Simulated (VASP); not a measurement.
# AlGa3N4 (P-43m) in VASP: further runs

The runs below take AlGa3N4 through single point, with PBEsol.

Everything below comes from runs of VASP 6.6.1. Logs are shortened: lines on timing, memory, paths and dates and some standing lists are left out, and cuts for length are marked.

## (1) The cell of the first run

It takes space group P-43m (No. 215, cubic). The conventional cell has a = 4.468 Å, b = 4.468 Å, c = 4.468 Å, α = 90.00°, β = 90.00°, γ = 90.00°. Within 2.4 Å of Al (site symmetry -43m) lie 4 N at 1.82 Å. Ga (site symmetry -42m) has 4 N at 1.98 Å within 2.6 Å. N (site symmetry 3m) has 1 Al at 1.82 Å and 3 Ga at 1.98 Å within 2.4 Å.

## (2) Single point, PBEsol (mode 24 (691.5 1/cm) frozen in, largest displacement -0.075 Å)

Contents of INCAR:

```
ALGO = Normal
EDIFF = 1E-6
ENCUT = 520
GGA = PS
ISIF = 2
ISMEAR = 0
LASPH = T
LCHARG = T
LELF = T
LREAL = F
LVHAR = T
LWAVE = F
NBANDS = 41
NELM = 100
PREC = Accurate
SIGMA = 0.05
```

Contents of KPOINTS:

```
k-points
0
Gamma
  6 6 6
```

Contents of POSCAR:

```
AlGa3N4
1.0
    4.4676279409      0.0000000000      0.0000000000
    0.0000000000      4.4676279409      0.0000000000
    0.0000000000      0.0000000000      4.4676279409
Al Ga N
1 3 4
Direct
    0.0000000000      0.0000000000      0.0000000000
    0.5000000000      0.5000000000      0.0000000000
    0.5000000000      0.0000000000      0.5000000000
    0.0000000000      0.5000000000      0.5000000000
    0.7647231484      0.7647231484      0.2352768516
    0.7647231484      0.2352768516      0.7647231484
    0.2352768516      0.7647231484      0.7647231484
    0.2352768516      0.2352768516      0.2352768516
```

Potentials or basis: VASP PAW PBE potentials, release 64 (Al, Ga_d, N).

On the command line:

```bash
$ cat potpaw_PBE.64/Al/POTCAR potpaw_PBE.64/Ga_d/POTCAR potpaw_PBE.64/N/POTCAR > POTCAR
$ mpirun -np 1 vasp_std > vasp.out
```

OUTCAR:

```text
EDIFF = 1E-6
   ENCUT = 520
   GGA = PS
   ISIF = 2
   ISMEAR = 0
   LASPH = T
   LREAL = F
   NELM = 100
   PREC = Accurate

 ion  position               nearest neighbor table
   1  0.000  0.000  0.000-   5 1.82   6 1.82   7 1.82   8 1.82
   2  0.500  0.500  0.000-   5 1.98   6 1.98   7 1.98   8 1.98
   3  0.500  0.000  0.500-   5 1.98   6 1.98   7 1.98   8 1.98
   4  0.000  0.500  0.500-   5 1.98   6 1.98   7 1.98   8 1.98
   5  0.765  0.765  0.235-   1 1.82   2 1.98   3 1.98   4 1.98
   6  0.765  0.235  0.765-   1 1.82   2 1.98   3 1.98   4 1.98
   7  0.235  0.765  0.765-   1 1.82   2 1.98   3 1.98   4 1.98
   8  0.235  0.235  0.235-   1 1.82   2 1.98   3 1.98   4 1.98

  LATTYP: Found a simple cubic cell.
 ALAT       =     4.4676279409

  Lattice vectors:

 A1 = (   4.4676279409,   0.0000000000,   0.0000000000)
 A2 = (   0.0000000000,   4.4676279409,   0.0000000000)
 A3 = (   0.0000000000,   0.0000000000,   4.4676279409)

Analysis of symmetry for initial positions (statically):
=====================================================================
 Subroutine PRICEL returns:
 Original cell was already a primitive cell.

 Routine SETGRP: Setting up the symmetry group for a
 simple cubic supercell.

 Subroutine GETGRP returns: Found 24 space group operations
 (whereof 24 operations were pure point group operations)
 out of a pool of 48 trial point group operations.

The static configuration has the point symmetry T_d .

Analysis of symmetry for dynamics (positions and initial velocities):
=====================================================================
 Subroutine PRICEL returns:
 Original cell was already a primitive cell.

 Routine SETGRP: Setting up the symmetry group for a
 simple cubic supercell.

 Subroutine GETGRP returns: Found 24 space group operations
 (whereof 24 operations were pure point group operations)
 out of a pool of 48 trial point group operations.

The dynamic configuration has the point symmetry T_d .

 Subroutine INISYM returns: Found 24 space group operations
 (whereof 24 operations are pure point group operations),
 and found     1 'primitive' translations

----------------------------------------------------------------------------------------

                                     Primitive cell

  volume of cell :      89.1725

  direct lattice vectors                    reciprocal lattice vectors
     4.467627941  0.000000000  0.000000000     0.223832426  0.000000000  0.000000000
     0.000000000  4.467627941  0.000000000     0.000000000  0.223832426  0.000000000
     0.000000000  0.000000000  4.467627941     0.000000000  0.000000000  0.223832426

  length of vectors
     4.467627941  4.467627941  4.467627941     0.223832426  0.223832426  0.223832426

  position of ions in fractional coordinates (direct lattice)
     0.000000000  0.000000000  0.000000000
     0.500000000  0.500000000  0.000000000
     0.500000000  0.000000000  0.500000000
     0.000000000  0.500000000  0.500000000
     0.764723148  0.764723148  0.235276852
     0.764723148  0.235276852  0.764723148
     0.235276852  0.764723148  0.764723148
     0.235276852  0.235276852  0.235276852

  ion indices of the primitive-cell ions
   primitive index   ion index
                 1           1
                 2           2
                 3           3
                 4           4
                 5           5
                 6           6
                 7           7
                 8           8

----------------------------------------------------------------------------------------

 KPOINTS: k-points

Automatic generation of k-mesh.
 Grid dimensions read from file:
 generate k-points for:    6    6    6

 Generating k-lattice:

  Cartesian coordinates                     Fractional coordinates (reciprocal lattice)
     0.037305404  0.000000000  0.000000000     0.166666667  0.000000000  0.000000000
     0.000000000  0.037305404  0.000000000     0.000000000  0.166666667  0.000000000
     0.000000000  0.000000000  0.037305404     0.000000000  0.000000000  0.166666667

  Length of vectors
     0.037305404  0.037305404  0.037305404

  Shift w.r.t. Gamma in fractional coordinates (k-lattice)
     0.000000000  0.000000000  0.000000000

 Subroutine IBZKPT returns following result:
 ===========================================

 Found     20 irreducible k-points:

 Following reciprocal coordinates:
            Coordinates               Weight
  0.000000  0.000000  0.000000      1.000000
  0.166667  0.000000  0.000000      6.000000
  0.333333  0.000000  0.000000      6.000000
  0.500000  0.000000  0.000000      3.000000
  0.166667  0.166667  0.000000     12.000000
  0.333333  0.166667  0.000000     24.000000
[... 12 lines left out ...]
  0.500000  0.500000  0.333333      6.000000
  0.500000  0.500000  0.500000      1.000000
   k-points           NKPTS =     20   k-points in BZ     NKDIM =     20   number of bands    NBANDS=     41
   number of dos      NEDOS =    301   number of ions     NIONS =      8
   total plane-waves  NPLWV =  46656
   dimension x,y,z NGX =    36 NGY =   36 NGZ =   36
   dimension x,y,z NGXF=    72 NGYF=   72 NGZF=   72
   ions per type =               1   3   4
   NGX,Y,Z   is equivalent  to a cutoff of  13.40, 13.40, 13.40 a.u.
   NGXF,Y,Z  is equivalent  to a cutoff of  26.79, 26.79, 26.79 a.u.
 SYSTEM =  unknown system
   PREC   = accura    normal or accurate (medium, high low for compatibility)
   ISTART =      0    job   : 0-new  1-cont  2-samecut
   ICHARG =      2    charge: 1-file 2-atom 10-const
   ISPIN  =      1    spin polarized calculation?
   LNONCOLLINEAR =      F non collinear calculations
   LSORBIT =      F    spin-orbit coupling
   LASPH  =      T    aspherical Exc in radial PAW
   ENCUT  =  520.0 eV  38.22 Ry    6.18 a.u.   8.31  8.31  8.31*2*pi/ulx,y,z
   NELM   =    100;   NELMIN=  2; NELMDL= -5     # of ELM steps
   EDIFF  = 0.1E-05   stopping-criterion for ELM
   LREAL  =      F    real-space projection
   EDIFFG = 0.1E-04   stopping-criterion for IOM
   NSW    =      0    number of steps for IOM
   IBRION =     -1    ionic relax: 0-MD 1-quasi-New 2-CG
   NFREE  =      0    steps in history (QN), initial steepest desc. (CG)
   ISIF   =      2    stress and relaxation
   ISYM   =      2    0-nonsym 1-usesym 2-fastsym
   POTIM  = 0.5000    time-step for ionic-motion
   TEBEG  =    0.0;   TEEND  =   0.0 temperature during run
   PSTRESS=    0.0 pullay stress
   NELECT =      62.0000    total number of electrons
   NUPDOWN=      -1.0000    fix difference up-down
   EMIN   =  10.00;   EMAX   =-10.00  energy-range for DOS
   EFERMI =   0.00;   METHOD = LEGACY
   ISMEAR =     0;   SIGMA  =   0.05  broadening in eV -4-tet -1-fermi 0-gaus
   EFERMI_NEDOS =   21; number of points for ismear=-14 and -15
   IALGO  =     38    algorithm
   IMIX   =      4    mixing-type and parameters
     AMIX     =   0.40;   BMIX     =  1.00
     AMIX_MAG =   1.60;   BMIX_MAG =  1.00
  volume/ion in A,a.u.               =      11.15        75.22
  Fermi-wavevector in a.u.,A,eV,Ry     =   1.450313  2.740694 28.618599  2.103408
  Thomas-Fermi vector in A             =   2.567939
   LORBIT       =      0    0 simple, 1 ext, 2 COOP (PROOUT), +10 PAW based schemes
   GGA     = PS    functional components
   LHFCALC =     F    Hartree Fock is set to
   AEXX    =    0.0000 exact exchange contribution
   IVDW    =     0    specifies the selected vdW correction
   LEPSILON=     F    determine dielectric tensor
   LRPA    =     F    only Hartree local field effects (RPA)
 non-spin polarized calculation
 Gauss-broadening in eV      SIGMA  =   0.05
  energy-cutoff  :      520.00
  volume of cell :       89.17
 maximum number of plane-waves:      2469
 NGX is ok and might be reduce to    36
   NGX = 17   NGY = 17   NGZ = 17

 number of electron      61.9999972 magnetization

 Free energy of the ion-electron system (eV)
  ---------------------------------------------------
  ext. energy  EPLUGINS =         0.00000000
  ---------------------------------------------------
  free energy    TOTEN  =       -54.66614799 eV

  energy without entropy =      -54.66614799  energy(sigma->0) =      -54.66614799

 E-fermi :   5.4280     XC(G=0): -11.7465

 val. band max:        5.1723931861   @ k =   0.1667   0.1667   0.0000
 cond. band min:       7.5272119032   @ k =   0.0000   0.0000   0.0000
 fundamental gap:      2.3548187172
 Fermi energy:         5.4280333389

 k-point     1 :       0.0000    0.0000    0.0000
  band No.  band energies     occupation
      1     -10.3681      2.00000
      2      -9.0472      2.00000
      3      -9.0472      2.00000
      4      -9.0472      2.00000
      5      -7.9080      2.00000
      6      -7.8677      2.00000
[... 33 lines left out ...]
     40      15.9115      0.00000
     41      15.9116      0.00000

 k-point     2 :       0.1667    0.0000    0.0000
  band No.  band energies     occupation
      1     -10.2546      2.00000
      2      -9.0813      2.00000
      3      -9.0493      2.00000
      4      -9.0493      2.00000
      5      -7.9073      2.00000
      6      -7.8653      2.00000
[... 33 lines left out ...]
     40      16.1009      0.00000
     41      16.1011      0.00000

 k-point     3 :       0.3333    0.0000    0.0000
  band No.  band energies     occupation
      1      -9.9523      2.00000
      2      -9.2108      2.00000
      3      -9.0538      2.00000
      4      -9.0538      2.00000
      5      -7.8869      2.00000
      6      -7.8521      2.00000
[... 33 lines left out ...]
     40      16.4458      0.00000
     41      16.4856      0.00000

 k-point     4 :       0.5000    0.0000    0.0000
  band No.  band energies     occupation
      1      -9.6696      2.00000
      2      -9.3995      2.00000
      3      -9.0561      2.00000
      4      -9.0561      2.00000
      5      -7.8549      2.00000
      6      -7.8222      2.00000
[... 649 lines left out ...]
     40      15.4036      0.00000
     41      15.6231      0.00000

 k-point    19 :       0.5000    0.5000    0.3333
  band No.  band energies     occupation
      1      -9.4662      2.00000
      2      -9.1745      2.00000
      3      -9.1745      2.00000
      4      -9.1634      2.00000
      5      -7.8710      2.00000
      6      -7.8710      2.00000
[... 33 lines left out ...]
     40      15.2280      0.00000
     41      15.7147      0.00000

 k-point    20 :       0.5000    0.5000    0.5000
  band No.  band energies     occupation
      1      -9.4751      2.00000
      2      -9.1695      2.00000
      3      -9.1695      2.00000
      4      -9.1695      2.00000
      5      -7.8741      2.00000
      6      -7.8741      2.00000
[... 33 lines left out ...]
     40      14.9667      0.00000
     41      15.3294      0.00000

------------------------ aborting loop because EDIFF is reached ----------------------------------------

  FORCE on cell =-STRESS in cart. coord.  units (eV):
  Direction    XX          YY          ZZ          XY          YZ          ZX
  --------------------------------------------------------------------------------------
  -------------------------------------------------------------------------------------
  Total        0.4392236      0.4392236      0.4392236      0.0000000      0.0000000     -0.0000000
  in kB        7.8916041      7.8916041      7.8916041      0.0000000      0.0000000     -0.0000000
  external PRESSURE =       7.8916041 kB  Pullay stress =       0.0000000 kB

 VOLUME and BASIS-vectors are now :
 -----------------------------------------------------------------------------
  energy-cutoff  :      520.00
  volume of cell :       89.17
      direct lattice vectors                 reciprocal lattice vectors
     4.467627941  0.000000000  0.000000000     0.223832426  0.000000000  0.000000000
     0.000000000  4.467627941  0.000000000     0.000000000  0.223832426  0.000000000
     0.000000000  0.000000000  4.467627941     0.000000000  0.000000000  0.223832426

 POSITION                                       TOTAL-FORCE (eV/Angst)
 -----------------------------------------------------------------------------------
      0.00000      0.00000      0.00000        -0.000000     -0.000000     -0.000000
      2.23381      2.23381      0.00000        -0.000000     -0.000000     -0.000000
      2.23381      0.00000      2.23381        -0.000000     -0.000000     -0.000000
      0.00000      2.23381      2.23381        -0.000000     -0.000000     -0.000000
      3.41650      3.41650      1.05113        -1.198944     -1.198944      1.198944
      3.41650      1.05113      3.41650        -1.198944      1.198944     -1.198944
      1.05113      3.41650      3.41650         1.198944     -1.198944     -1.198944
      1.05113      1.05113      1.05113         1.198944      1.198944      1.198944
 -----------------------------------------------------------------------------------
    total drift:                               -0.000000     -0.000000     -0.000000

  FREE ENERGIE OF THE ION-ELECTRON SYSTEM (eV)
  ---------------------------------------------------
  free  energy   TOTEN  =       -54.6661479940 eV

  energy  without entropy=      -54.6661479940  energy(sigma->0) =      -54.66614799
```

Run time: 2.5 min. Hardware: 1 thread of AMD EPYC 7R13, shared host; peak memory 0.2 GiB.

What came out:

```
Free energy            : -54.6661 eV
Pressure               : 0.8 GPa
Largest force          : 2.077 eV/Å
Band gap on the k mesh : 2.35 eV, indirect (least direct gap 2.36 eV)
```

Forces in eV/Å, atoms in the order of the input:
```
Al   0.000  0.000  0.000
Ga   0.000  0.000  0.000
Ga   0.000  0.000  0.000
Ga   0.000  0.000  0.000
N   -1.199 -1.199  1.199
N   -1.199  1.199 -1.199
N    1.199 -1.199 -1.199
N    1.199  1.199  1.199
```

Caveat: the cell differs from its parent crystal (mode 24 (691.5 1/cm) frozen in, largest displacement -0.075 Å); the PAW data sets were made with another functional, which shifts forces and pressure a little.

## (3) Single point, PBEsol (mode 24 (691.5 1/cm) frozen in, largest displacement +0.263 Å)

Contents of INCAR:

```
PREC = Accurate
ENCUT = 520
EDIFF = 1E-7
ISMEAR = 0
SIGMA = 0.05
LREAL = F
LASPH = T
NELM = 60
ALGO = Normal
ISIF = 2
LWAVE = F
LCHARG = T
GGA = PS
LELF = T
LVHAR = T
NBANDS = 41
```

Contents of KPOINTS:

```
Automatic mesh
0
Gamma
  6 6 6
```

Contents of POSCAR:

```
AlGa3N4
1.0
    4.4676279409      0.0000000000      0.0000000000
    0.0000000000      4.4676279409      0.0000000000
    0.0000000000      0.0000000000      4.4676279409
Al Ga N
1 3 4
Direct
    0.0000000000      0.0000000000      0.0000000000
    0.5000000000      0.5000000000      0.0000000000
    0.5000000000      0.0000000000      0.5000000000
    0.0000000000      0.5000000000      0.5000000000
    0.7211081208      0.7211081208      0.2788918792
    0.7211081208      0.2788918792      0.7211081208
    0.2788918792      0.7211081208      0.7211081208
    0.2788918792      0.2788918792      0.2788918792
```

Potentials or basis: VASP PAW PBE potentials, release 64 (Al, Ga_d, N).

On the command line:

```bash
$ cat potpaw_PBE.64/Al/POTCAR potpaw_PBE.64/Ga_d/POTCAR potpaw_PBE.64/N/POTCAR > POTCAR
$ mpirun -np 1 vasp_std > vasp.out
```

OUTCAR:

```text
PREC = Accurate
   ENCUT = 520
   EDIFF = 1E-7
   ISMEAR = 0
   LREAL = F
   LASPH = T
   NELM = 60
   ISIF = 2
   GGA = PS

 ion  position               nearest neighbor table
   1  0.000  0.000  0.000-   5 2.16   6 2.16   7 2.16   8 2.16
   2  0.500  0.500  0.000-   5 1.87   6 1.87   7 1.87   8 1.87
   3  0.500  0.000  0.500-   5 1.87   6 1.87   7 1.87   8 1.87
   4  0.000  0.500  0.500-   5 1.87   6 1.87   7 1.87   8 1.87
   5  0.721  0.721  0.279-   3 1.87   4 1.87   2 1.87   1 2.16
   6  0.721  0.279  0.721-   3 1.87   4 1.87   2 1.87   1 2.16
   7  0.279  0.721  0.721-   3 1.87   4 1.87   2 1.87   1 2.16
[... 1086 lines left out ...]
  Total        4.5845532      4.5845532      4.5845532      0.0000000      0.0000000     -0.0000000
  in kB       82.3714291     82.3714291     82.3714291      0.0000000      0.0000000     -0.0000000
  external PRESSURE =      82.3714291 kB  Pullay stress =       0.0000000 kB

 VOLUME and BASIS-vectors are now :
 -----------------------------------------------------------------------------
  energy-cutoff  :      520.00
  volume of cell :       89.17
      direct lattice vectors                 reciprocal lattice vectors
     4.467627941  0.000000000  0.000000000     0.223832426  0.000000000  0.000000000
     0.000000000  4.467627941  0.000000000     0.000000000  0.223832426  0.000000000
     0.000000000  0.000000000  4.467627941     0.000000000  0.000000000  0.223832426

 POSITION                                       TOTAL-FORCE (eV/Angst)
 -----------------------------------------------------------------------------------
      0.00000      0.00000      0.00000         0.000000      0.000000     -0.000000
      2.23381      2.23381      0.00000         0.000000      0.000000     -0.000000
      2.23381      0.00000      2.23381         0.000000      0.000000     -0.000000
      0.00000      2.23381      2.23381        -0.000000      0.000000      0.000000
      3.22164      3.22164      1.24599         2.676946      2.676946     -2.676946
      3.22164      1.24599      3.22164         2.676946     -2.676946      2.676946
      1.24599      3.22164      3.22164        -2.676946      2.676946      2.676946
      1.24599      1.24599      1.24599        -2.676946     -2.676946     -2.676946
 -----------------------------------------------------------------------------------
    total drift:                                0.000000      0.000000     -0.000000

  FREE ENERGIE OF THE ION-ELECTRON SYSTEM (eV)
  ---------------------------------------------------
  free  energy   TOTEN  =       -52.2607027412 eV

  energy  without entropy=      -52.2607027412  energy(sigma->0) =      -52.26070274
```

Wall time 3.1 min (1 thread of AMD EPYC 7R13, shared host); peak memory 0.2 GiB.

What came out:

```yaml
Free_energy: -52.2607 eV
Pressure: 8.2 GPa
Largest_force: 4.637 eV/Å
Band_gap_on_the_k_mesh: 1.86 eV, direct
```

Forces in eV/Å, atoms in the order of the input:
```
Al   0.000  0.000  0.000
Ga   0.000  0.000  0.000
Ga   0.000  0.000  0.000
Ga   0.000  0.000  0.000
N    2.677  2.677 -2.677
N    2.677 -2.677  2.677
N   -2.677  2.677  2.677
N   -2.677 -2.677 -2.677
```

Levels at points of the mesh, in eV from the valence-band top:
| k point | band 27 | band 28 | band 29 | band 30 | band 31 | band 32 | band 33 | band 34 | band 35 | band 36 |
| --- | --- | --- | --- | --- | --- | --- | --- | --- | --- | --- |
| (0.00, 0.00, 0.00) | -2.72 | -2.72 | 0.00 | 0.00 | 0.00 | 1.86 | 3.03 | 3.03 | 3.03 | 5.78 |
| (0.50, 0.00, 0.00) | -3.14 | -1.87 | -1.87 | -0.82 | -0.82 | 3.97 | 4.40 | 5.51 | 5.51 | 7.33 |
| (0.50, 0.50, 0.00) | -2.56 | -1.78 | -0.83 | -0.70 | -0.70 | 5.00 | 5.67 | 6.23 | 6.23 | 6.95 |
| (0.50, 0.50, 0.50) | -0.77 | -0.77 | -0.61 | -0.61 | -0.61 | 3.95 | 4.70 | 4.70 | 4.70 | 7.63 |

Caveat: the cell differs from its parent crystal (mode 24 (691.5 1/cm) frozen in, largest displacement +0.263 Å); the PAW data sets were made with another functional, which shifts forces and pressure a little.
